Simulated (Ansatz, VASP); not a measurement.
**SnPt3: VASP beside Ansatz**

The input INCAR:

```
SYSTEM = SnPt3
ALGO = Normal
EDIFF = 1E-8
ENCUT = 400
GGA = CA
GGA_COMPAT = .FALSE.
ISIF = 2
ISMEAR = -1
LASPH = .TRUE.
LCHARG = .FALSE.
LEFG = .TRUE.
LREAL = .FALSE.
LWAVE = .FALSE.
NBANDS = 30
NELM = 120
PREC = Accurate
SIGMA = 0.05
```

KPOINTS

```
k-points
0
G
  8 8 8
  0 0 0
```

Contents of POSCAR:

```
SnPt3
1.0
    4.0784512897      0.0000000000      0.0000000000
    0.0000000000      4.0784512897      0.0000000000
    0.0000000000      0.0000000000      4.0784512897
Sn Pt
1 3
Direct
    0.0000000000      0.0000000000      0.0000000000
    0.0000000000      0.5000000000      0.5000000000
    0.5000000000      0.0000000000      0.5000000000
    0.5000000000      0.5000000000      0.0000000000
```

Input for Ansatz:

```yaml
crystal:
  lattice:
    - [4.0784512897, 0.0, 0.0]
    - [0.0, 4.0784512897, 0.0]
    - [0.0, 0.0, 4.0784512897]
  atoms:
    - { symbol: Sn, position: [0.0, 0.0, 0.0] }
    - { symbol: Pt, position: [0.0, 0.5, 0.5] }
    - { symbol: Pt, position: [0.5, 0.0, 0.5] }
    - { symbol: Pt, position: [0.5, 0.5, 0.0] }
kpoints:
  mp_grid: { grid: [8, 8, 8] }
scf:
  occupations: { method: fermi_dirac, width: 0.05 }
hamiltonian:
  xc: lda
  pseudopotentials: { kind: all_electron, datasets: crystal }
output:
  forces: true
  stress: true
  eigenvalues: true
  efg: { contact_densities: true }
```

Change from the starting cell: volume scaled by 1.06, crystal datasets.

Alike in both runs: task electric field gradients; functional LDA; k mesh 8 × 8 × 8; occupations fermi-dirac, width 0.05 eV; no spin polarisation.

```csv
,VASP,Ansatz
version,VASP 6.6.1,Ansatz 0.2.0
potentials or method,"VASP PAW LDA potentials, release 64 (Sn_d, Pt), cutoff 400 eV","all-electron PAW with datasets made for the crystal, scalar-relativistic"
```

```tsv
	VASP	Ansatz	Ansatz less VASP
pressure (GPa)	-14.3	-14.8	-0.52
size of Vzz on the site where it differs most (V/Å²)	132.8	144.8	+12.05
```

LDA's correlation is that of Perdew and Zunger in VASP and of Perdew and Wang (1992) in Ansatz. Ansatz ran all-electron here, and VASP with PAW potentials.

Spin-orbit coupling is off throughout.
